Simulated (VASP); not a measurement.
# BeBi2Se6 (P-3m1) in VASP: notebook

Runs on BeBi2Se6. Level: PBE. Tasks: single point, relaxation of cell and atoms.

All numbers are computed with VASP 6.6.1; they aren't measurements. Logs are shortened: lines on timing, memory, paths and dates and some standing lists are left out, and cuts for length are marked.

## Step 1: The cell of the first run

Symmetry: P-3m1, No. 164, trigonal system. The conventional cell has a = 6.455 Å, b = 6.455 Å, c = 5.422 Å, α = 90.00°, β = 90.00°, γ = 120.00°. Be (site symmetry -3m) has 6 Se at 2.30 Å within 3.0 Å. Within 4.2 Å of Bi (site symmetry 3m) lie 12 Se at 3.23 to 3.29 Å and 3 Be at 3.97 Å. Se (site symmetry m) has 1 Be at 2.30 Å within 3.0 Å.

## Step 2: Single point, PBE

INCAR reads:

```
SYSTEM = BeBi2Se6
PREC = Accurate
ENCUT = 520
EDIFF = 1E-7
ISMEAR = 0
SIGMA = 0.1
LREAL = .False.
LASPH = .True.
NELM = 100
ALGO = Normal
ISIF = 2
LWAVE = .False.
LCHARG = .False.
GGA = PE
NBANDS = 44
```

KPOINTS reads:

```
regular mesh
0
Gamma
  3 3 4
  0 0 0
```

POSCAR reads:

```
BeBi2Se6
1.0
    6.4550429000      0.0000000000      0.0000000000
   -3.2275214500      5.5902311300      0.0000000000
    0.0000000000      0.0000000000      5.4222360300
Be Bi Se
1 2 6
Direct
    0.0000000000      0.0000000000      0.5000000000
    0.3333333300      0.6666666700      0.7500000000
    0.6666666700      0.3333333300      0.2500000000
    0.8333333300      0.6666666700      0.7500000000
    0.3333333300      0.1666666700      0.7500000000
    0.8333333300      0.1666666700      0.7500000000
    0.1666666700      0.3333333300      0.2500000000
    0.6666666700      0.8333333300      0.2500000000
    0.1666666700      0.8333333300      0.2500000000
```

Potentials or basis: VASP PAW PBE potentials, release 64 (Be, Bi_d, Se).

On the command line:

```
cat potpaw_PBE.64/Be/POTCAR potpaw_PBE.64/Bi_d/POTCAR potpaw_PBE.64/Se/POTCAR > POTCAR
mpirun -np 1 vasp_std > vasp.out
```

OUTCAR:

```text
SYSTEM = BeBi2Se6
   PREC = Accurate
   ENCUT = 520
   EDIFF = 1E-7
   ISMEAR = 0
   LREAL = .False.
   LASPH = .True.
   NELM = 100
   ISIF = 2
   GGA = PE

 ion  position               nearest neighbor table
   1  0.000  0.000  0.500-   4 2.30   7 2.30   5 2.30   8 2.30   6 2.30   9 2.30
   2  0.333  0.667  0.750-   5 3.23   6 3.23   5 3.23   6 3.23   4 3.23   4 3.23   9 3.29   9 3.29
                             7 3.29   7 3.29   8 3.29   8 3.29
   3  0.667  0.333  0.250-   8 3.23   9 3.23   8 3.23   9 3.23   7 3.23   7 3.23   6 3.29   6 3.29
                             4 3.29   4 3.29   5 3.29   5 3.29
   4  0.833  0.667  0.750-   1 2.30   2 3.23   2 3.23   3 3.29   3 3.29
   5  0.333  0.167  0.750-   1 2.30   2 3.23   2 3.23   3 3.29   3 3.29
   6  0.833  0.167  0.750-   1 2.30   2 3.23   2 3.23   3 3.29   3 3.29
   7  0.167  0.333  0.250-   1 2.30   3 3.23   3 3.23   2 3.29   2 3.29
   8  0.667  0.833  0.250-   1 2.30   3 3.23   3 3.23   2 3.29   2 3.29
   9  0.167  0.833  0.250-   1 2.30   3 3.23   3 3.23   2 3.29   2 3.29

  LATTYP: Found a hexagonal cell.
 ALAT       =     6.4550429000
 C/A-ratio  =     0.8399999991

  Lattice vectors:

 A1 = (   6.4550429000,   0.0000000000,   0.0000000000)
 A2 = (  -3.2275214500,   5.5902311300,   0.0000000000)
 A3 = (   0.0000000000,   0.0000000000,   5.4222360300)

Analysis of symmetry for initial positions (statically):
=====================================================================
 Subroutine PRICEL returns:
 Original cell was already a primitive cell.

 Routine SETGRP: Setting up the symmetry group for a
 hexagonal supercell.

 Subroutine GETGRP returns: Found 12 space group operations
 (whereof 12 operations were pure point group operations)
 out of a pool of 24 trial point group operations.

The static configuration has the point symmetry D_3d.

Analysis of symmetry for dynamics (positions and initial velocities):
=====================================================================
 Subroutine PRICEL returns:
 Original cell was already a primitive cell.

 Routine SETGRP: Setting up the symmetry group for a
 hexagonal supercell.

 Subroutine GETGRP returns: Found 12 space group operations
 (whereof 12 operations were pure point group operations)
 out of a pool of 24 trial point group operations.

The dynamic configuration has the point symmetry D_3d.

 Subroutine INISYM returns: Found 12 space group operations
 (whereof 12 operations are pure point group operations),
 and found     1 'primitive' translations

[... 101 lines left out ...]
   POTIM  = 0.5000    time-step for ionic-motion
   TEBEG  =    0.0;   TEEND  =   0.0 temperature during run
   PSTRESS=    0.0 pullay stress
   NELECT =      68.0000    total number of electrons
   NUPDOWN=      -1.0000    fix difference up-down
   EMIN   =  10.00;   EMAX   =-10.00  energy-range for DOS
   EFERMI =   0.00;   METHOD = LEGACY
   ISMEAR =     0;   SIGMA  =   0.10  broadening in eV -4-tet -1-fermi 0-gaus
   EFERMI_NEDOS =   21; number of points for ismear=-14 and -15
   IALGO  =     38    algorithm
   IMIX   =      4    mixing-type and parameters
     AMIX     =   0.40;   BMIX     =  1.00
     AMIX_MAG =   1.60;   BMIX_MAG =  1.00
  volume/ion in A,a.u.               =      21.74       146.71
  Fermi-wavevector in a.u.,A,eV,Ry     =   1.151000  2.175075 18.025015  1.324801
  Thomas-Fermi vector in A             =   2.287661
   LORBIT       =      0    0 simple, 1 ext, 2 COOP (PROOUT), +10 PAW based schemes
   GGA     = PE    functional components
   LHFCALC =     F    Hartree Fock is set to
   AEXX    =    0.0000 exact exchange contribution
   IVDW    =     0    specifies the selected vdW correction
   LEPSILON=     F    determine dielectric tensor
   LRPA    =     F    only Hartree local field effects (RPA)
 non-spin polarized calculation
 Gauss-broadening in eV      SIGMA  =   0.10
  energy-cutoff  :      520.00
  volume of cell :      195.66
 maximum number of plane-waves:      5298
   NGX = 25   NGY = 25   NGZ = 21

 number of electron      67.9999994 magnetization

 Free energy of the ion-electron system (eV)
  ---------------------------------------------------
  ext. energy  EPLUGINS =         0.00000000
  ---------------------------------------------------
  free energy    TOTEN  =       -31.08865057 eV

  energy without entropy =      -31.05087920  energy(sigma->0) =      -31.06976489

 E-fermi :   5.9278     XC(G=0): -10.3534

 val. band max:        5.9154693545   @ k =   0.3333   0.0000   0.2500
 cond. band min:       5.9426004265   @ k =   0.0000   0.0000   0.5000
 fundamental gap:      0.0271310720
 Fermi energy:         5.9277566386

 k-point     1 :       0.0000    0.0000    0.0000
  band No.  band energies     occupation
      1     -17.6263      2.00000
      2     -17.6255      2.00000
      3     -17.6255      2.00000
      4     -17.6247      2.00000
      5     -17.6247      2.00000
      6     -17.6243      2.00000
[... 459 lines left out ...]
     43      12.7482      0.00000
     44      12.7482      0.00000

------------------------ aborting loop because EDIFF is reached ----------------------------------------

  FORCE on cell =-STRESS in cart. coord.  units (eV):
  Direction    XX          YY          ZZ          XY          YZ          ZX
  --------------------------------------------------------------------------------------
  -------------------------------------------------------------------------------------
  Total        2.9978235      2.9978235     -0.2482595      0.0000000      0.0000000      0.0000000
  in kB       24.5476165     24.5476164     -2.0328682      0.0000000      0.0000000      0.0000000
  external PRESSURE =      15.6874549 kB  Pullay stress =       0.0000000 kB

 VOLUME and BASIS-vectors are now :
 -----------------------------------------------------------------------------
  energy-cutoff  :      520.00
  volume of cell :      195.66
      direct lattice vectors                 reciprocal lattice vectors
     6.455042900  0.000000000  0.000000000     0.154917638  0.089441740  0.000000000
    -3.227521450  5.590231130  0.000000000     0.000000000  0.178883480  0.000000000
     0.000000000  0.000000000  5.422236030     0.000000000  0.000000000  0.184425760

 POSITION                                       TOTAL-FORCE (eV/Angst)
 -----------------------------------------------------------------------------------
      0.00000      0.00000      2.71112        -0.000000     -0.000000     -0.000000
     -0.00000      3.72682      4.06668        -0.000000     -0.000000     -0.635820
      3.22752      1.86341      1.35556        -0.000000     -0.000000      0.635820
      3.22752      3.72682      4.06668        -0.000000     -0.578794     -0.127697
      1.61376      0.93171      4.06668         0.501250      0.289397     -0.127697
      4.84128      0.93171      4.06668        -0.501250      0.289397     -0.127697
      0.00000      1.86341      1.35556         0.000000      0.578794      0.127697
      1.61376      4.65853      1.35556        -0.501250     -0.289397      0.127697
     -1.61376      4.65853      1.35556         0.501250     -0.289397      0.127697
 -----------------------------------------------------------------------------------
    total drift:                               -0.000000      0.000000     -0.000000

  FREE ENERGIE OF THE ION-ELECTRON SYSTEM (eV)
  ---------------------------------------------------
  free  energy   TOTEN  =       -31.0886505670 eV

  energy  without entropy=      -31.0508792040  energy(sigma->0) =      -31.06976489
```

OSZICAR:

```text
N       E                     dE             d eps       ncg     rms          rms(c)
DAV:   1     0.642024983810E+03    0.64202E+03   -0.30996E+04   880   0.155E+03
DAV:   2     0.547266233353E+02   -0.58730E+03   -0.56470E+03   936   0.382E+02
DAV:   3    -0.280861318138E+02   -0.82813E+02   -0.79474E+02  1104   0.155E+02
DAV:   4    -0.326488574782E+02   -0.45627E+01   -0.44426E+01   980   0.358E+01
DAV:   5    -0.328277906834E+02   -0.17893E+00   -0.17830E+00  1200   0.752E+00    0.800E+00
DAV:   6    -0.310989487170E+02    0.17288E+01   -0.29081E+00   992   0.886E+00    0.427E+00
DAV:   7    -0.310947308171E+02    0.42179E-02   -0.79286E-01  1120   0.299E+00    0.214E+00
DAV:   8    -0.310916272122E+02    0.31036E-02   -0.85343E-02   988   0.181E+00    0.635E-01
DAV:   9    -0.310887602460E+02    0.28670E-02   -0.20041E-02  1000   0.740E-01    0.132E-01
DAV:  10    -0.310886008117E+02    0.15943E-03   -0.21959E-03  1000   0.217E-01    0.559E-02
DAV:  11    -0.310886641218E+02   -0.63310E-04   -0.29072E-04  1240   0.792E-02    0.250E-02
DAV:  12    -0.310886495653E+02    0.14556E-04   -0.50155E-05  1040   0.345E-02    0.826E-03
DAV:  13    -0.310886515487E+02   -0.19834E-05   -0.12850E-05  1044   0.141E-02    0.425E-03
DAV:  14    -0.310886507728E+02    0.77588E-06   -0.14128E-06  1080   0.767E-03    0.114E-03
DAV:  15    -0.310886505879E+02    0.18495E-06   -0.19672E-07   748   0.179E-03    0.390E-04
DAV:  16    -0.310886505670E+02    0.20852E-07   -0.13008E-08   560   0.708E-04
   1 F= -.31088651E+02 E0= -.31069765E+02  d E =-.377714E-01
```

stdout:

```text
POSCAR found type information on POSCAR BeBiSe
 POSCAR found :  3 types and       9 ions
 scaLAPACK will be used
 LDA part: xc-table for (Slater+PW92), standard interpolation
 POSCAR, INCAR and KPOINTS ok, starting setup
 FFT: planning ... GRIDC
 FFT: planning ... GRID_SOFT
 FFT: planning ... GRID
 WAVECAR not read
 entering main loop
```

Run time: 70 s. Hardware: 1 thread of AMD EPYC 9R45 (Zen 5), shared host; peak memory 0.3 GiB.

Results:

- Free energy: -31.0887 eV
- Pressure: 1.6 GPa
- Largest force: 0.636 eV/Å
- Band gap on the k mesh: zero (bands 34 and 35 overlap by 0.94 eV)

Forces in eV/Å, atoms in the order of the input:
```
Be   0.000  0.000  0.000
Bi   0.000  0.000 -0.636
Bi   0.000  0.000  0.636
Se   0.000 -0.579 -0.128
Se   0.501  0.289 -0.128
Se  -0.501  0.289 -0.128
Se   0.000  0.579  0.128
Se  -0.501 -0.289  0.128
Se   0.501 -0.289  0.128
```

Stress tensor (GPa, compression positive):
```
 2.45  0.00  0.00
 0.00  2.45  0.00
 0.00  0.00 -0.20
```

Levels at points of the mesh, in eV from the Fermi level:
```tsv
k point	band 30	band 31	band 32	band 33	band 34	band 35	band 36	band 37	band 38	band 39
(0.00, 0.00, 0.00)	-0.94	-0.94	-0.51	-0.51	0.03	0.94	1.00	1.00	2.87	3.65
(0.00, 0.00, 0.50)	-0.55	-0.17	-0.11	0.01	0.01	0.65	0.65	1.27	1.62	3.38
```

Caveat: the k points lie up to 0.37 Å⁻¹ apart, too coarse for converged energies and pressures of a metal; spin-orbit coupling is left out, which moves the levels of the heavy elements.

## Step 3: Single point, PBE

This run uses another cell than the first one, of 23.78 Å³/atom.

INCAR reads:

```
  ALGO = Normal
  EDIFF = 1E-6
  ENCUT = 520
  GGA = PE
  ISIF = 2
  ISMEAR = 0
  LASPH = T
  LCHARG = F
  LREAL = F
  LWAVE = F
  NBANDS = 44
  NELM = 80
  PREC = Accurate
  SIGMA = 0.1
```

KPOINTS reads:

```
k-points
0
Gamma
  3 3 4
```

POSCAR reads:

```
BeBi2Se6
1.0
    6.7828557419      0.0000000000      0.0000000000
   -3.3914278709      5.8741253827      0.0000000000
    0.0000000000      0.0000000000      5.3724906914
Be Bi Se
1 2 6
Direct
    0.0000000000      0.0000000000      0.5000000000
    0.3333333333      0.6666666667      0.6346754297
    0.6666666667      0.3333333333      0.3653245703
    0.8296552277      0.6593104553      0.7497694311
    0.3406895447      0.1703447723      0.7497694311
    0.8296552277      0.1703447723      0.7497694311
    0.1703447723      0.3406895447      0.2502305689
    0.6593104553      0.8296552277      0.2502305689
    0.1703447723      0.8296552277      0.2502305689
```

Potentials or basis: VASP PAW PBE potentials, release 64 (Be, Bi_d, Se).

On the command line:

```
cat potpaw_PBE.64/Be/POTCAR potpaw_PBE.64/Bi_d/POTCAR potpaw_PBE.64/Se/POTCAR > POTCAR
mpirun -np 1 vasp_std > vasp.out
```

OUTCAR:

```text
EDIFF = 1E-6
   ENCUT = 520
   GGA = PE
   ISIF = 2
   ISMEAR = 0
   LASPH = T
   LREAL = F
   NELM = 80
   PREC = Accurate

 ion  position               nearest neighbor table
   1  0.000  0.000  0.500-   6 2.41   9 2.41   7 2.41   4 2.41   8 2.41   5 2.41
   2  0.333  0.667  0.635-   9 2.82   7 2.82   8 2.82
   3  0.667  0.333  0.365-   6 2.82   4 2.82   5 2.82
   4  0.830  0.659  0.750-   1 2.41   3 2.82
   5  0.341  0.170  0.750-   1 2.41   3 2.82
   6  0.830  0.170  0.750-   1 2.41   3 2.82
   7  0.170  0.341  0.250-   1 2.41   2 2.82
[... 670 lines left out ...]
  Total       -0.1951010     -0.1951010      0.5112917     -0.0000000      0.0000000     -0.0000000
  in kB       -1.4602886     -1.4602886      3.8269066     -0.0000000      0.0000000     -0.0000000
  external PRESSURE =       0.3021098 kB  Pullay stress =       0.0000000 kB

 VOLUME and BASIS-vectors are now :
 -----------------------------------------------------------------------------
  energy-cutoff  :      520.00
  volume of cell :      214.06
      direct lattice vectors                 reciprocal lattice vectors
     6.782855742  0.000000000  0.000000000     0.147430528  0.085119055  0.000000000
    -3.391427871  5.874125383  0.000000000     0.000000000  0.170238109  0.000000000
     0.000000000  0.000000000  5.372490691     0.000000000  0.000000000  0.186133408

 POSITION                                       TOTAL-FORCE (eV/Angst)
 -----------------------------------------------------------------------------------
      0.00000      0.00000      2.68625        -0.000000     -0.000000      0.000000
     -0.00000      3.91608      3.40979        -0.000000     -0.000000      0.027387
      3.39143      1.95804      1.96270        -0.000000     -0.000000     -0.027387
      3.39143      3.87287      4.02813         0.000000      0.000303      0.007967
      1.73314      1.00063      4.02813        -0.000263     -0.000152      0.007967
      5.04972      1.00063      4.02813         0.000263     -0.000152      0.007967
     -0.00000      2.00125      1.34436        -0.000000     -0.000303     -0.007967
      1.65829      4.87350      1.34436         0.000263      0.000152     -0.007967
     -1.65829      4.87350      1.34436        -0.000263      0.000152     -0.007967
 -----------------------------------------------------------------------------------
    total drift:                               -0.000000     -0.000000     -0.000000

  FREE ENERGIE OF THE ION-ELECTRON SYSTEM (eV)
  ---------------------------------------------------
  free  energy   TOTEN  =       -32.1431521887 eV

  energy  without entropy=      -32.1190278892  energy(sigma->0) =      -32.13109004
```

OSZICAR:

```text
N       E                     dE             d eps       ncg     rms          rms(c)
DAV:   1     0.615043922643E+03    0.61504E+03   -0.30800E+04   912   0.151E+03
DAV:   2     0.449033288316E+02   -0.57014E+03   -0.54863E+03   952   0.369E+02
DAV:   3    -0.292043630552E+02   -0.74108E+02   -0.71566E+02  1068   0.147E+02
DAV:   4    -0.330951382547E+02   -0.38908E+01   -0.38226E+01  1024   0.348E+01
DAV:   5    -0.332403266970E+02   -0.14519E+00   -0.14490E+00  1256   0.695E+00    0.699E+00
DAV:   6    -0.321751708004E+02    0.10652E+01   -0.17536E+00  1144   0.718E+00    0.401E+00
DAV:   7    -0.321442068842E+02    0.30964E-01   -0.61256E-01  1104   0.268E+00    0.179E+00
DAV:   8    -0.321430231586E+02    0.11837E-02   -0.53192E-02  1048   0.150E+00    0.519E-01
DAV:   9    -0.321431518525E+02   -0.12869E-03   -0.92071E-03   992   0.505E-01    0.120E-01
DAV:  10    -0.321431068145E+02    0.45038E-04   -0.15429E-03   988   0.188E-01    0.577E-02
DAV:  11    -0.321431513277E+02   -0.44513E-04   -0.18522E-04  1104   0.767E-02    0.250E-02
DAV:  12    -0.321431516844E+02   -0.35676E-06   -0.24981E-05  1168   0.197E-02    0.845E-03
DAV:  13    -0.321431521887E+02   -0.50421E-06   -0.46639E-06   916   0.149E-02
   1 F= -.32143152E+02 E0= -.32131090E+02  d E =-.241243E-01
```

Wall time 66 s (1 thread of AMD EPYC 9R45 (Zen 5), shared host); peak memory 0.31 GiB.

What came out:

| Item | Value |
| --- | --- |
| Free energy | -32.1432 eV |
| Pressure | 0.0 GPa |
| Largest force | 0.027 eV/Å |
| Band gap on the k mesh | zero (bands 34 and 35 overlap by 0.96 eV) |

Forces in eV/Å, atoms in the order of the input:
```
Be   0.000  0.000  0.000
Bi   0.000  0.000  0.027
Bi   0.000  0.000 -0.027
Se   0.000  0.000  0.008
Se   0.000  0.000  0.008
Se   0.000  0.000  0.008
Se   0.000  0.000 -0.008
Se   0.000  0.000 -0.008
Se   0.000  0.000 -0.008
```

Caveat: spin-orbit coupling is left out, which moves the levels of the heavy elements.

[end of part 1 of 2]

The gap in the log of VASP goes by the Fermi energy; the results here count the filled bands.